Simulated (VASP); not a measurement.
# InSb3 in VASP: notebook, part 2 of 2

VASP 6.6.1. The steps go on from the part before.

**4. Single point, LDA**

Contents of INCAR:

```
SYSTEM = InSb3
ALGO     = Normal         ! electronic algorithm
EDIFF    = 1E-7           ! SCF threshold, eV
ENCUT    = 520            ! plane-wave cutoff, eV
ISIF     = 2              ! what is computed and relaxed
ISMEAR   = -1             ! smearing method
LASPH    = .TRUE.         ! aspherical terms in the spheres
LCHARG   = .TRUE.         ! write CHGCAR
LELF     = .TRUE.         ! ELF
LREAL    = .FALSE.        ! projectors in reciprocal space
LVHAR    = .TRUE.       
LWAVE    = .FALSE.        ! write WAVECAR
NBANDS   = 22             ! bands
NELM     = 60             ! most SCF steps
PREC     = Accurate       ! precision mode
SIGMA    = 0.05           ! smearing width, eV
```

Contents of KPOINTS:

```
k-points
0
G
  6 6 6
  0 0 0
```

Contents of POSCAR:

```
InSb3
1.0
    4.8063670000      0.0000000000      0.0000000000
    0.0000000000      4.8063670000      0.0000000000
    0.0000000000      0.0000000000      4.8063670000
Sb In
3 1
Direct
    0.5000000000      0.5000000000      0.0000000000
    0.0000000000      0.5000000000      0.5000000000
    0.5000000000      0.0000000000      0.5000000000
    0.0000000000      0.0000000000      0.0000000000
```

Potentials or basis: VASP PAW LDA potentials, release 64 (Sb, In_d).

On the command line:

```bash
> cat potpaw_LDA.64/Sb/POTCAR potpaw_LDA.64/In_d/POTCAR > POTCAR
> mpirun -np 1 vasp_std > vasp.out
```

OUTCAR:

```text
SYSTEM = InSb3
   EDIFF = 1E-7
   ENCUT = 520
   ISIF = 2
   ISMEAR = -1
   LASPH = .TRUE.
   LREAL = .FALSE.
   NELM = 60
   PREC = Accurate

 ion  position               nearest neighbor table
   1  0.500  0.500  0.000-   2 3.40   3 3.40   4 3.40   2 3.40   3 3.40   3 3.40   4 3.40   3 3.40
                             2 3.40   4 3.40   2 3.40   4 3.40
   2  0.000  0.500  0.500-   1 3.40   3 3.40   4 3.40   1 3.40   4 3.40   3 3.40   4 3.40   4 3.40
                             1 3.40   3 3.40   1 3.40   3 3.40
   3  0.500  0.000  0.500-   1 3.40   2 3.40   4 3.40   1 3.40   4 3.40   1 3.40   2 3.40   1 3.40
                             2 3.40   4 3.40   4 3.40   2 3.40
   4  0.000  0.000  0.000-   1 3.40   2 3.40   3 3.40   2 3.40   3 3.40   1 3.40   2 3.40   2 3.40
                             1 3.40   3 3.40   3 3.40   1 3.40

  LATTYP: Found a simple cubic cell.
 ALAT       =     4.8063670000

  Lattice vectors:

 A1 = (   4.8063670000,   0.0000000000,   0.0000000000)
 A2 = (   0.0000000000,   4.8063670000,   0.0000000000)
 A3 = (   0.0000000000,   0.0000000000,   4.8063670000)

Analysis of symmetry for initial positions (statically):
=====================================================================
 Subroutine PRICEL returns:
 Original cell was already a primitive cell.

 Routine SETGRP: Setting up the symmetry group for a
 simple cubic supercell.

 Subroutine GETGRP returns: Found 48 space group operations
 (whereof 48 operations were pure point group operations)
 out of a pool of 48 trial point group operations.

The static configuration has the point symmetry O_h .

Analysis of symmetry for dynamics (positions and initial velocities):
=====================================================================
 Subroutine PRICEL returns:
 Original cell was already a primitive cell.

 Routine SETGRP: Setting up the symmetry group for a
 simple cubic supercell.

 Subroutine GETGRP returns: Found 48 space group operations
 (whereof 48 operations were pure point group operations)
 out of a pool of 48 trial point group operations.

[... 119 lines left out ...]
     AMIX_MAG =   1.60;   BMIX_MAG =  1.00
  volume/ion in A,a.u.               =      27.76       187.32
  Fermi-wavevector in a.u.,A,eV,Ry     =   1.034294  1.954532 14.555018  1.069764
  Thomas-Fermi vector in A             =   2.168582
   LORBIT       =      0    0 simple, 1 ext, 2 COOP (PROOUT), +10 PAW based schemes
   GGA     = CA    functional components
   LHFCALC =     F    Hartree Fock is set to
   AEXX    =    0.0000 exact exchange contribution
   IVDW    =     0    specifies the selected vdW correction
   LEPSILON=     F    determine dielectric tensor
   LRPA    =     F    only Hartree local field effects (RPA)
 non-spin polarized calculation
  energy-cutoff  :      520.00
  volume of cell :      111.03
 maximum number of plane-waves:      3028
 NGX is ok and might be reduce to    36
   NGX = 17   NGY = 17   NGZ = 17

 number of electron      28.0000010 magnetization

 Free energy of the ion-electron system (eV)
  ---------------------------------------------------
  ext. energy  EPLUGINS =         0.00000000
  ---------------------------------------------------
  free energy    TOTEN  =       -16.90673255 eV

  energy without entropy =      -16.88495819  energy(sigma->0) =      -16.89584537

 E-fermi :   7.6757     XC(G=0): -10.2404

 val. band max:        7.6737201286   @ k =   0.5000   0.3333   0.0000
 cond. band min:       7.7465928849   @ k =   0.1667   0.1667   0.1667
 fundamental gap:      0.0728727563
 Fermi energy:         7.6756886558

 k-point     1 :       0.0000    0.0000    0.0000
  band No.  band energies     occupation
      1      -6.7878      2.00000
      2      -6.7878      2.00000
      3      -6.7716      2.00000
      4      -6.7716      2.00000
      5      -6.7716      2.00000
      6      -4.5159      2.00000
[... 489 lines left out ...]
     21      13.9403      0.00000
     22      15.9404      0.00000

------------------------ aborting loop because EDIFF is reached ----------------------------------------

  FORCE on cell =-STRESS in cart. coord.  units (eV):
  Direction    XX          YY          ZZ          XY          YZ          ZX
  --------------------------------------------------------------------------------------
  -------------------------------------------------------------------------------------
  Total       -2.6345059     -2.6345059     -2.6345059      0.0000000      0.0000000      0.0000000
  in kB      -38.0153483    -38.0153483    -38.0153483      0.0000000      0.0000000      0.0000000
  external PRESSURE =     -38.0153483 kB  Pullay stress =       0.0000000 kB

 VOLUME and BASIS-vectors are now :
 -----------------------------------------------------------------------------
  energy-cutoff  :      520.00
  volume of cell :      111.03
      direct lattice vectors                 reciprocal lattice vectors
     4.806367000  0.000000000  0.000000000     0.208057354  0.000000000  0.000000000
     0.000000000  4.806367000  0.000000000     0.000000000  0.208057354  0.000000000
     0.000000000  0.000000000  4.806367000     0.000000000  0.000000000  0.208057354

 POSITION                                       TOTAL-FORCE (eV/Angst)
 -----------------------------------------------------------------------------------
      2.40318      2.40318      0.00000         0.000000      0.000000      0.000000
      0.00000      2.40318      2.40318         0.000000      0.000000      0.000000
      2.40318      0.00000      2.40318         0.000000      0.000000      0.000000
      0.00000      0.00000      0.00000         0.000000      0.000000      0.000000
 -----------------------------------------------------------------------------------
    total drift:                               -0.000000     -0.000000     -0.000000

  FREE ENERGIE OF THE ION-ELECTRON SYSTEM (eV)
  ---------------------------------------------------
  free  energy   TOTEN  =       -16.9067325498 eV

  energy  without entropy=      -16.8849581923  energy(sigma->0) =      -16.89584537
```

OSZICAR:

```text
N       E                     dE             d eps       ncg     rms          rms(c)
DAV:   1     0.193025210959E+03    0.19303E+03   -0.10793E+04   880   0.118E+03
DAV:   2     0.556677032179E+00   -0.19247E+03   -0.18561E+03   982   0.296E+02
DAV:   3    -0.163429338065E+02   -0.16900E+02   -0.16391E+02  1100   0.888E+01
DAV:   4    -0.169262315987E+02   -0.58330E+00   -0.58137E+00  1060   0.171E+01
DAV:   5    -0.169530986116E+02   -0.26867E-01   -0.26865E-01  1244   0.391E+00    0.357E+00
DAV:   6    -0.169197637742E+02    0.33335E-01   -0.47355E-02  1124   0.261E+00    0.199E+00
DAV:   7    -0.169072088806E+02    0.12555E-01   -0.24081E-02  1124   0.140E+00    0.160E-01
DAV:   8    -0.169067510038E+02    0.45788E-03   -0.19956E-03  1094   0.545E-01    0.476E-02
DAV:   9    -0.169067327467E+02    0.18257E-04   -0.80125E-05  1142   0.693E-02    0.150E-02
DAV:  10    -0.169067327113E+02    0.35334E-07   -0.41674E-06  1242   0.124E-02    0.567E-03
DAV:  11    -0.169067325489E+02    0.16240E-06   -0.24092E-07   884   0.335E-03    0.723E-04
DAV:  12    -0.169067325498E+02   -0.92587E-09   -0.30706E-08   686   0.147E-03
   1 F= -.16906733E+02 E0= -.16895845E+02  d E =-.217744E-01
```

stdout:

```text
POSCAR found type information on POSCAR SbIn
 POSCAR found :  2 types and       4 ions
 scaLAPACK will be used
 LDA part: xc-table for (Slater(with rela. corr.)+CA(PZ))
 , standard interpolation
 POSCAR, INCAR and KPOINTS ok, starting setup
 FFT: planning ... GRIDC
 FFT: planning ... GRID_SOFT
 FFT: planning ... GRID
 WAVECAR not read
 entering main loop
```

Run time: 78 s. Hardware: 1 thread of AMD EPYC 7R13, shared host; peak memory 0.16 GiB.

What came out:

- Free energy: -16.9067 eV
- Pressure: -3.8 GPa
- Band gap on the k mesh: zero (band 14 reaches 11.11 eV, above the bottom of band 15 at 6.57 eV)

Levels at points of the mesh, in eV from the Fermi level:
| k point | band 10 | band 11 | band 12 | band 13 | band 14 | band 15 | band 16 | band 17 | band 18 | band 19 |
| --- | --- | --- | --- | --- | --- | --- | --- | --- | --- | --- |
| (0.00, 0.00, 0.00) | -4.27 | -4.27 | -3.69 | 0.41 | 0.41 | 0.41 | 1.68 | 1.68 | 1.68 | 4.74 |
| (0.50, 0.00, 0.00) | -2.88 | -2.88 | -2.10 | -2.10 | -1.10 | -0.83 | 1.91 | 2.12 | 2.12 | 2.36 |
| (0.50, 0.50, 0.00) | -2.48 | -1.66 | -1.66 | -1.33 | -1.10 | -1.10 | -0.53 | 1.02 | 3.21 | 3.40 |
| (0.50, 0.50, 0.50) | -4.96 | -4.96 | -4.96 | -4.88 | 3.43 | 3.43 | 3.49 | 3.49 | 3.49 | 6.26 |

Caveat: spin-orbit coupling is left out, which moves the levels of the heavy elements.

**5. Single point, PBE**

Contents of INCAR:

```
ALGO = Normal ; EDIFF = 1E-6
ENCUT = 520 ; GGA = PE
ISIF = 2 ; ISMEAR = -1
LASPH = True ; LCHARG = False
LREAL = False ; LWAVE = False
NBANDS = 22 ; NELM = 60
PREC = Accurate ; SIGMA = 0.05
```

Contents of KPOINTS:

```
k-points
0
Gamma
  6 6 6
```

POSCAR is that of step 4.

Potentials or basis: VASP PAW PBE potentials, release 64 (Sb, In_d).

On the command line:

```bash
> cat potpaw_PBE.64/Sb/POTCAR potpaw_PBE.64/In_d/POTCAR > POTCAR
> mpirun -np 1 vasp_std > vasp.out
```

OUTCAR:

```text
EDIFF = 1E-6
   ENCUT = 520
   GGA = PE
   ISIF = 2
   ISMEAR = -1
   LASPH = True
   LREAL = False
   NELM = 60
   PREC = Accurate

 ion  position               nearest neighbor table
   1  0.500  0.500  0.000-   2 3.40   3 3.40   4 3.40   2 3.40   3 3.40   3 3.40   4 3.40   3 3.40
                             2 3.40   4 3.40   2 3.40   4 3.40
   2  0.000  0.500  0.500-   1 3.40   3 3.40   4 3.40   1 3.40   4 3.40   3 3.40   4 3.40   4 3.40
                             1 3.40   3 3.40   1 3.40   3 3.40
   3  0.500  0.000  0.500-   1 3.40   2 3.40   4 3.40   1 3.40   4 3.40   1 3.40   2 3.40   1 3.40
                             2 3.40   4 3.40   4 3.40   2 3.40
   4  0.000  0.000  0.000-   1 3.40   2 3.40   3 3.40   2 3.40   3 3.40   1 3.40   2 3.40   2 3.40
                             1 3.40   3 3.40   3 3.40   1 3.40

  LATTYP: Found a simple cubic cell.
 ALAT       =     4.8063670000

  Lattice vectors:

 A1 = (   4.8063670000,   0.0000000000,   0.0000000000)
 A2 = (   0.0000000000,   4.8063670000,   0.0000000000)
 A3 = (   0.0000000000,   0.0000000000,   4.8063670000)

Analysis of symmetry for initial positions (statically):
=====================================================================
[... 174 lines left out ...]
 cond. band min:       7.9216352155   @ k =   0.1667   0.1667   0.1667
 fundamental gap:      0.0865757729
 Fermi energy:         7.8469657189

 k-point     1 :       0.0000    0.0000    0.0000
  band No.  band energies     occupation
      1      -6.7012      2.00000
      2      -6.7012      2.00000
      3      -6.6849      2.00000
      4      -6.6849      2.00000
      5      -6.6849      2.00000
      6      -4.3306      2.00000
[... 489 lines left out ...]
     21      14.2187      0.00000
     22      16.1624      0.00000

------------------------ aborting loop because EDIFF is reached ----------------------------------------

  FORCE on cell =-STRESS in cart. coord.  units (eV):
  Direction    XX          YY          ZZ          XY          YZ          ZX
  --------------------------------------------------------------------------------------
  -------------------------------------------------------------------------------------
  Total        0.0490924      0.0490924      0.0490924     -0.0000000     -0.0000000     -0.0000000
  in kB        0.7083932      0.7083932      0.7083932     -0.0000000     -0.0000000     -0.0000000
  external PRESSURE =       0.7083932 kB  Pullay stress =       0.0000000 kB

 VOLUME and BASIS-vectors are now :
 -----------------------------------------------------------------------------
  energy-cutoff  :      520.00
  volume of cell :      111.03
      direct lattice vectors                 reciprocal lattice vectors
     4.806367000  0.000000000  0.000000000     0.208057354  0.000000000  0.000000000
     0.000000000  4.806367000  0.000000000     0.000000000  0.208057354  0.000000000
     0.000000000  0.000000000  4.806367000     0.000000000  0.000000000  0.208057354

 POSITION                                       TOTAL-FORCE (eV/Angst)
 -----------------------------------------------------------------------------------
      2.40318      2.40318      0.00000         0.000000      0.000000      0.000000
      0.00000      2.40318      2.40318         0.000000      0.000000      0.000000
      2.40318      0.00000      2.40318         0.000000      0.000000      0.000000
      0.00000      0.00000      0.00000         0.000000      0.000000      0.000000
 -----------------------------------------------------------------------------------
    total drift:                               -0.000000     -0.000000     -0.000000

  FREE ENERGIE OF THE ION-ELECTRON SYSTEM (eV)
  ---------------------------------------------------
  free  energy   TOTEN  =       -14.2532104450 eV

  energy  without entropy=      -14.2323854213  energy(sigma->0) =      -14.24279793
```

stdout:

```text
POSCAR found type information on POSCAR SbIn
 POSCAR found :  2 types and       4 ions
 scaLAPACK will be used
 LDA part: xc-table for (Slater+PW92), standard interpolation
 POSCAR, INCAR and KPOINTS ok, starting setup
 FFT: planning ... GRIDC
 FFT: planning ... GRID_SOFT
 FFT: planning ... GRID
 WAVECAR not read
 entering main loop
```

Wall time 74 s (1 thread of AMD EPYC 7R13, shared host); peak memory 0.19 GiB.

What came out:

- Free energy: -14.2532 eV
- Pressure: 0.1 GPa
- Band gap on the k mesh: zero (band 14 reaches 11.34 eV, above the bottom of band 15 at 6.72 eV)

Levels at points of the mesh, in eV from the Fermi level:
```csv
k point,band 12,band 13,band 14,band 15,band 16,band 17
"(0.00, 0.00, 0.00)",-3.59,0.43,0.43,0.43,1.73,1.73
"(0.50, 0.00, 0.00)",-2.11,-2.11,-1.12,-0.85,1.98,2.16
"(0.50, 0.50, 0.00)",-1.65,-1.35,-1.12,-1.12,-0.47,1.04
"(0.50, 0.50, 0.50)",-4.99,-4.80,3.50,3.50,3.55,3.55
```

Caveat: spin-orbit coupling is left out, which moves the levels of the heavy elements.

**6. The runs side by side**

```csv
level,potentials or basis,cell,k mesh,gap on the mesh (eV),pressure (GPa)
PBEsol,"VASP PAW PBE potentials, release 64 (Sb, In_d)","a = 4.807 Å, angles 90.0, 90.0, 88.9°, 4 atoms",5 × 5 × 5,none,-2.5
r2SCAN,"VASP PAW PBE potentials, release 64 (Sb, In_d)","a = 4.806 Å, 4 atoms",6 × 6 × 6,none,-0.6
LDA,"VASP PAW LDA potentials, release 64 (Sb, In_d)","a = 4.806 Å, 4 atoms",6 × 6 × 6,none,-3.8
PBE,"VASP PAW PBE potentials, release 64 (Sb, In_d)","a = 4.806 Å, 4 atoms",6 × 6 × 6,none,0.1
```

Alike in all rows: task single point; no spin polarisation; cutoff (eV) 520; smearing fermi-dirac 0.05 eV.

Caveats: spin-orbit coupling is left out, which moves the levels of the heavy elements; the PAW data sets were made with another functional, which shifts forces and pressure a little (some runs).

Total energies depend on the potentials used, so only differences within one code and one set of settings carry meaning.
